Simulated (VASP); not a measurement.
Hf4Ta: single point with PBE+U

Hf4Ta, a slab with vacuum:

```
Ta Hf
1.0
     3.20323    0.00000    0.00000
    -1.60161    2.77408    0.00000
     0.00000    0.00000   26.14590
Ta Hf
1 4
Direct
  0.00000 0.00000 0.31004
  0.33333 0.66667 0.40107
  0.00000 0.00000 0.50000
  0.33333 0.66667 0.59893
  0.00000 0.00000 0.68996
```

```yaml
Program: VASP 6.6.1
Task: single point
Functional: PBE
Potentials_or_basis: VASP PAW PBE potentials, release 64 (Ta_pv, Hf_pv)
Cutoff: 520 eV
k_mesh: 12 × 12 × 1
Occupations: fermi-dirac, width 0.1 eV
Spin: no spin polarisation
Hubbard_terms: Ta d U = 6.0 eV
Dipole_correction: yes
Further_INCAR_settings: ALGO = Normal; EDIFF = 1e-07; NBANDS = 34
```

* Largest force: 0.141 eV/Å
* Band gap on the k mesh: zero (an odd number of electrons rules out a gap without spin polarisation)

Forces in eV/Å, atoms in the order of the input:
```
Ta   0.000  0.000  0.141
Hf   0.000  0.000 -0.097
Hf   0.000  0.000 -0.056
Hf   0.000  0.000  0.070
Hf   0.000  0.000 -0.058
```

Levels at points of the mesh, in eV from the Fermi level:
```csv
k point,band 22,band 23,band 24,band 25,band 26,band 27,band 28,band 29,band 30,band 31
"(0.00, 0.00, 0.00)",-0.10,0.31,0.46,0.58,0.58,0.99,0.99,1.05,1.10,1.10
"(0.50, 0.00, 0.00)",-1.46,-1.21,-0.94,0.06,0.37,0.82,0.88,1.18,1.36,1.36
```

Eigenvalues of the final occupation matrices:
```csv
site,spin,trace,eigenvalues
site 1 d,1,0.93,0.14 0.14 0.19 0.23 0.23
site 1 d,2,0.93,0.14 0.14 0.19 0.23 0.23
```

It took 48 min on 1 thread of Intel Xeon 8259CL (shared host), peak memory 0.41 GiB.

Caveat: spin-orbit coupling is left out, which moves the levels of the heavy elements; U without spin polarisation on a metal has little footing; the U is typed as a test and isn't derived for this compound.
